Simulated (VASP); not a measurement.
# Sb (I4/mmm) in VASP: further runs

The runs below take Sb through electric field gradients, with PBE.

Everything below comes from runs of VASP 6.6.1. Logs are shortened: lines on timing, memory, paths and dates and some standing lists are left out, and cuts for length are marked.

## Step 1: The cell of the first run

Symmetry: I4/mmm, No. 139, tetragonal system. The conventional cell has a = 3.100 Å, b = 3.100 Å, c = 4.960 Å, α = 90.00°, β = 90.00°, γ = 90.00°. Within 4.1 Å of Sb (site symmetry 4/mmm) lie 12 Sb at 3.10 to 3.31 Å.

## Step 2: Electric field gradients, PBE (equal xx and yy strain of +3 %)

Contents of INCAR:

```
PREC = Accurate ; ENCUT = 520
EDIFF = 1E-8 ; ISMEAR = -1
SIGMA = 0.05 ; LREAL = F
LASPH = T ; NELM = 100
ALGO = Normal ; ISIF = 2
LWAVE = F ; LCHARG = F
GGA = PE ; LEFG = T
NBANDS = 8
```

Contents of KPOINTS:

```
regular mesh
0
Gamma
  19 19 19
```

Contents of POSCAR:

```
Sb
1.0
   -1.5501500000      1.5501500000      2.4800000000
    1.5501500000     -1.5501500000      2.4800000000
    1.5501500000      1.5501500000     -2.4800000000
Sb
1
Direct
    0.0000000000      0.0000000000      0.0000000000
```

Potentials or basis: VASP PAW PBE potentials, release 64 (Sb).

The run is started by

```sh
cat potpaw_PBE.64/Sb/POTCAR > POTCAR
mpirun -np 1 vasp_std > vasp.out
```

OUTCAR:

```text
PREC = Accurate
   ENCUT = 520
   EDIFF = 1E-8
   ISMEAR = -1
   LREAL = F
   LASPH = T
   NELM = 100
   ISIF = 2
   GGA = PE

 ion  position               nearest neighbor table
   1  0.000  0.000  0.000-

  LATTYP: Found a body centered tetragonal cell.
 ALAT       =     3.1003000000
 C/A-ratio  =     1.5998451763

  Lattice vectors:

 A1 = (  -1.5501500000,   1.5501500000,   2.4800000000)
 A2 = (   1.5501500000,  -1.5501500000,   2.4800000000)
 A3 = (   1.5501500000,   1.5501500000,  -2.4800000000)

Analysis of symmetry for initial positions (statically):
=====================================================================
 Subroutine PRICEL returns:
 Original cell was already a primitive cell.

 Routine SETGRP: Setting up the symmetry group for a
 body centered tetragonal supercell.

 Subroutine GETGRP returns: Found 16 space group operations
 (whereof 16 operations were pure point group operations)
 out of a pool of 16 trial point group operations.

The static configuration has the point symmetry D_4h.

Analysis of symmetry for dynamics (positions and initial velocities):
=====================================================================
 Subroutine PRICEL returns:
 Original cell was already a primitive cell.

 Routine SETGRP: Setting up the symmetry group for a
 body centered tetragonal supercell.

 Subroutine GETGRP returns: Found 16 space group operations
 (whereof 16 operations were pure point group operations)
 out of a pool of 16 trial point group operations.

The dynamic configuration has the point symmetry D_4h.

 Subroutine INISYM returns: Found 16 space group operations
 (whereof 16 operations are pure point group operations),
 and found     1 'primitive' translations

----------------------------------------------------------------------------------------

                                     Primitive cell

  volume of cell :      23.8374

  direct lattice vectors                    reciprocal lattice vectors
    -1.550150000  1.550150000  2.480000000     0.000000000  0.322549431  0.201612903
     1.550150000 -1.550150000  2.480000000     0.322549431  0.000000000  0.201612903
     1.550150000  1.550150000 -2.480000000     0.322549431  0.322549431  0.000000000

  length of vectors
     3.310034750  3.310034750  3.310034750     0.380375996  0.380375996  0.456153779

  position of ions in fractional coordinates (direct lattice)
     0.000000000  0.000000000  0.000000000

  ion indices of the primitive-cell ions
   primitive index   ion index
                 1           1

----------------------------------------------------------------------------------------

 KPOINTS: regular mesh

Automatic generation of k-mesh.
 Grid dimensions read from file:
 generate k-points for:   19   19   19

 Generating k-lattice:

  Cartesian coordinates                     Fractional coordinates (reciprocal lattice)
     0.000000000  0.016976286  0.010611205     0.052631579 -0.000000000  0.000000000
     0.016976286  0.000000000  0.010611205    -0.000000000  0.052631579  0.000000000
     0.016976286  0.016976286  0.000000000     0.000000000  0.000000000  0.052631579

  Length of vectors
     0.020019789  0.020019789  0.024008094

  Shift w.r.t. Gamma in fractional coordinates (k-lattice)
     0.000000000  0.000000000  0.000000000

 Subroutine IBZKPT returns following result:
 ===========================================

 Found    550 irreducible k-points:

 Following reciprocal coordinates:
            Coordinates               Weight
  0.000000  0.000000  0.000000      1.000000
  0.052632  0.000000 -0.000000      8.000000
  0.105263  0.000000 -0.000000      8.000000
  0.157895  0.000000 -0.000000      8.000000
  0.210526  0.000000 -0.000000      8.000000
  0.263158  0.000000  0.000000      8.000000
[... 16 lines left out ...]
 -0.315789  0.052632  0.000000     16.000000
 -0.263158  0.052632  0.000000     16.000000
 [... further k-points ...]
   k-points           NKPTS =    550   k-points in BZ     NKDIM =    550   number of bands    NBANDS=      8
   number of dos      NEDOS =    301   number of ions     NIONS =      1
   total plane-waves  NPLWV =  21952
   dimension x,y,z NGX =    28 NGY =   28 NGZ =   28
   dimension x,y,z NGXF=    56 NGYF=   56 NGZF=   56
   ions per type =               1
   NGX,Y,Z   is equivalent  to a cutoff of  14.06, 14.06, 14.06 a.u.
   NGXF,Y,Z  is equivalent  to a cutoff of  28.13, 28.13, 28.13 a.u.
 SYSTEM =  unknown system
   PREC   = accura    normal or accurate (medium, high low for compatibility)
   ISTART =      0    job   : 0-new  1-cont  2-samecut
   ICHARG =      2    charge: 1-file 2-atom 10-const
   ISPIN  =      1    spin polarized calculation?
   LNONCOLLINEAR =      F non collinear calculations
   LSORBIT =      F    spin-orbit coupling
   LASPH  =      T    aspherical Exc in radial PAW
   ENCUT  =  520.0 eV  38.22 Ry    6.18 a.u.   6.15  6.15  6.15*2*pi/ulx,y,z
   NELM   =    100;   NELMIN=  2; NELMDL= -5     # of ELM steps
   EDIFF  = 0.1E-07   stopping-criterion for ELM
   LREAL  =      F    real-space projection
   EDIFFG = 0.1E-06   stopping-criterion for IOM
   NSW    =      0    number of steps for IOM
   IBRION =     -1    ionic relax: 0-MD 1-quasi-New 2-CG
   NFREE  =      0    steps in history (QN), initial steepest desc. (CG)
   ISIF   =      2    stress and relaxation
   ISYM   =      2    0-nonsym 1-usesym 2-fastsym
   POTIM  = 0.5000    time-step for ionic-motion
   TEBEG  =    0.0;   TEEND  =   0.0 temperature during run
   PSTRESS=    0.0 pullay stress
   NELECT =       5.0000    total number of electrons
   NUPDOWN=      -1.0000    fix difference up-down
   EMIN   =  10.00;   EMAX   =-10.00  energy-range for DOS
   EFERMI =   0.00;   METHOD = LEGACY
   ISMEAR =    -1;   SIGMA  =   0.05  broadening in eV -4-tet -1-fermi 0-gaus
   EFERMI_NEDOS =   21; number of points for ismear=-14 and -15
   IALGO  =     38    algorithm
   IMIX   =      4    mixing-type and parameters
     AMIX     =   0.40;   BMIX     =  1.00
     AMIX_MAG =   1.60;   BMIX_MAG =  1.00
  volume/ion in A,a.u.               =      23.84       160.86
  Fermi-wavevector in a.u.,A,eV,Ry     =   0.972699  1.838135 12.873061  0.946143
  Thomas-Fermi vector in A             =   2.103019
   LORBIT       =      0    0 simple, 1 ext, 2 COOP (PROOUT), +10 PAW based schemes
   GGA     = PE    functional components
   LHFCALC =     F    Hartree Fock is set to
   AEXX    =    0.0000 exact exchange contribution
   IVDW    =     0    specifies the selected vdW correction
   LEPSILON=     F    determine dielectric tensor
   LRPA    =     F    only Hartree local field effects (RPA)
 non-spin polarized calculation
  energy-cutoff  :      520.00
  volume of cell :       23.84
 maximum number of plane-waves:       653
 NGX is ok and might be reduce to    28
   NGX = 13   NGY = 13   NGZ = 13

 number of electron       5.0000000 magnetization

 Free energy of the ion-electron system (eV)
  ---------------------------------------------------
  ext. energy  EPLUGINS =         0.00000000
  ---------------------------------------------------
  free energy    TOTEN  =        -3.72012670 eV

  energy without entropy =       -3.71543645  energy(sigma->0) =       -3.71778157

 E-fermi :  10.2327     XC(G=0): -10.7718

 val. band max:       10.2325940947   @ k =  -0.1579   0.2632   0.1579
 cond. band min:      10.2456832180   @ k =  -0.3684  -0.3684   0.2105
 fundamental gap:      0.0130891233
 Fermi energy:        10.2327276517

 k-point     1 :       0.0000    0.0000    0.0000
  band No.  band energies     occupation
      1      -3.7483      2.00000
      2      16.3472      0.00000
      3      16.4913      0.00000
      4      16.4913      0.00000
      5      20.1586      0.00000
      6      20.5915      0.00000
      7      20.9935      0.00000
      8      20.9935      0.00000

 k-point     2 :       0.0526    0.0000   -0.0000
  band No.  band energies     occupation
      1      -3.6864      2.00000
      2      15.7857      0.00000
      3      16.2273      0.00000
      4      16.4462      0.00000
      5      19.8292      0.00000
      6      20.5104      0.00000
      7      21.1162      0.00000
      8      21.8035      0.00000

 k-point     3 :       0.1053    0.0000   -0.0000
  band No.  band energies     occupation
      1      -3.5010      2.00000
      2      14.2984      0.00000
      3      15.8157      0.00000
      4      16.3283      0.00000
      5      19.3948      0.00000
      6      20.6211      0.00000
      7      21.4592      0.00000
      8      21.7732      0.00000

 k-point     4 :       0.1579    0.0000   -0.0000
  band No.  band energies     occupation
      1      -3.1925      2.00000
      2      12.5500      0.00000
      3      15.2937      0.00000
      4      16.1759      0.00000
      5      19.0478      0.00000
      6      20.2816      0.00000
      7      21.9480      0.00000
      8      22.3043      0.00000

 k-point     5 :       0.2105    0.0000   -0.0000
  band No.  band energies     occupation
      1      -2.7623      2.00000
      2      10.7689      0.00004
      3      14.7529      0.00000
      4      16.0242      0.00000
      5      18.7143      0.00000
      6      19.9279      0.00000
      7      22.3687      0.00000
      8      23.1088      0.00000

 k-point     6 :       0.2632    0.0000    0.0000
  band No.  band energies     occupation
      1      -2.2134      2.00000
      2       9.0411      2.00000
      3      14.2491      0.00000
      4      15.8956      0.00000
      5      18.3809      0.00000
      6      19.7224      0.00000
      7      22.2006      0.00000
      8      23.0598      0.00000

 k-point     7 :       0.3158    0.0000    0.0000
  band No.  band energies     occupation
      1      -1.5527      2.00000
      2       7.4111      2.00000
      3      13.8160      0.00000
      4      15.8003      0.00000
      5      18.0750      0.00000
      6      19.6648      0.00000
      7      21.6976      0.00000
      8      22.3286      0.00000
[... 133 lines left out ...]
 k-point    20 :      -0.4737    0.0526    0.0000
  band No.  band energies     occupation
      1       0.5616      2.00000
      2       3.9632      2.00000
      3      12.9413      0.00000
      4      15.2502      0.00000
      5      17.7622      0.00000
      6      19.3212      0.00000
      7      21.0115      0.00000
      8      21.9117      0.00000

 k-point    21 :      -0.4211    0.0526    0.0000
  band No.  band energies     occupation
      1      -0.1652      2.00000
      2       5.0087      2.00000
      3      13.0539      0.00000
      4      15.3622      0.00000
      5      17.8964      0.00000
      6      19.4907      0.00000
      7      21.0221      0.00000
      8      22.1267      0.00000

 k-point    22 :      -0.3684    0.0526    0.0000
  band No.  band energies     occupation
      1      -0.9599      2.00000
      2       6.3677      2.00000
      3      13.2765      0.00000
      4      15.4832      0.00000
      5      18.1114      0.00000
      6      19.7916      0.00000
      7      21.0046      0.00000
      8      22.5876      0.00000

 k-point    23 :      -0.3158    0.0526    0.0000
  band No.  band energies     occupation
      1      -1.6912      2.00000
      2       7.9009      2.00000
      3      13.6015      0.00000
      4      15.6176      0.00000
      5      18.3867      0.00000
      6      20.1479      0.00000
      7      21.1324      0.00000
      8      23.0003      0.00000

 k-point    24 :      -0.2632    0.0526    0.0000
  band No.  band energies     occupation
      1      -2.3216      2.00000
      2       9.5567      2.00000
      3      14.0164      0.00000
      4      15.7704      0.00000
      5      18.6757      0.00000
      6      20.4458      0.00000
      7      21.5237      0.00000
      8      22.4833      0.00000

 [... further k-points ...]
[... 5 lines left out ...]
  --------------------------------------------------------------------------------------
  -------------------------------------------------------------------------------------
  Total        1.7269656      1.7269656      1.7747128      0.0000000      0.0000000      0.0000000
  in kB      116.0740505    116.0740505    119.2832750      0.0000000      0.0000000      0.0000000
  external PRESSURE =     117.1437920 kB  Pullay stress =       0.0000000 kB

 VOLUME and BASIS-vectors are now :
 -----------------------------------------------------------------------------
  energy-cutoff  :      520.00
  volume of cell :       23.84
      direct lattice vectors                 reciprocal lattice vectors
    -1.550150000  1.550150000  2.480000000     0.000000000  0.322549431  0.201612903
     1.550150000 -1.550150000  2.480000000     0.322549431  0.000000000  0.201612903
     1.550150000  1.550150000 -2.480000000     0.322549431  0.322549431  0.000000000

 POSITION                                       TOTAL-FORCE (eV/Angst)
 -----------------------------------------------------------------------------------
      0.00000      0.00000      0.00000         0.000000      0.000000      0.000000
 -----------------------------------------------------------------------------------
    total drift:                                0.000000      0.000000      0.000000

  FREE ENERGIE OF THE ION-ELECTRON SYSTEM (eV)
  ---------------------------------------------------
  free  energy   TOTEN  =        -3.7201267016 eV

  energy  without entropy=       -3.7154364456  energy(sigma->0) =       -3.71778157

 Electric field gradients (V/A^2)
---------------------------------------------------------------------
 ion       V_xx      V_yy      V_zz      V_xy      V_xz      V_yz
---------------------------------------------------------------------
   1     -15.588   -15.588    31.176     0.000    -0.000    -0.000
---------------------------------------------------------------------

 Electric field gradients after diagonalization (V/A^2)
 (convention: |V_zz| > |V_xx| > |V_yy|)
----------------------------------------------------------------------
 ion       V_xx      V_yy      V_zz     asymmetry (V_yy - V_xx)/ V_zz
----------------------------------------------------------------------
   1     -15.588   -15.588    31.176       0.000
----------------------------------------------------------------------

           NMR quadrupolar parameters

 Cq : quadrupolar parameter    Cq=e*Q*V_zz/h
 eta: asymmetry parameters     (V_yy - V_xx)/ V_zz
 Q  : nuclear electric quadrupole moment in mb (millibarn)
----------------------------------------------------------------------
 ion       Cq(MHz)       eta       Q (mb)
----------------------------------------------------------------------
   1       0.075       0.000       1.000
----------------------------------------------------------------------
```

It took 64 s on 1 thread of Intel Xeon 6975P-C (Granite Rapids), shared host; peak memory 0.24 GiB.

What came out:

| Item | Value |
| --- | --- |
| Free energy | -3.7201 eV |
| Pressure | 11.7 GPa |

Electric field gradients, principal values (V/Å²):
| atom | least | middle | greatest (by size) |
| --- | --- | --- | --- |
| 1 Sb | -15.588 | -15.588 | 31.176 |

Caveat: the cell differs from its parent crystal (equal xx and yy strain of +3 %); without QUAD_EFG the Cq values of the log hold for a quadrupole moment of 1 mb, not for the nuclei; spin-orbit coupling is left out, which moves the levels of the heavy elements.

[end of part 1 of 2]
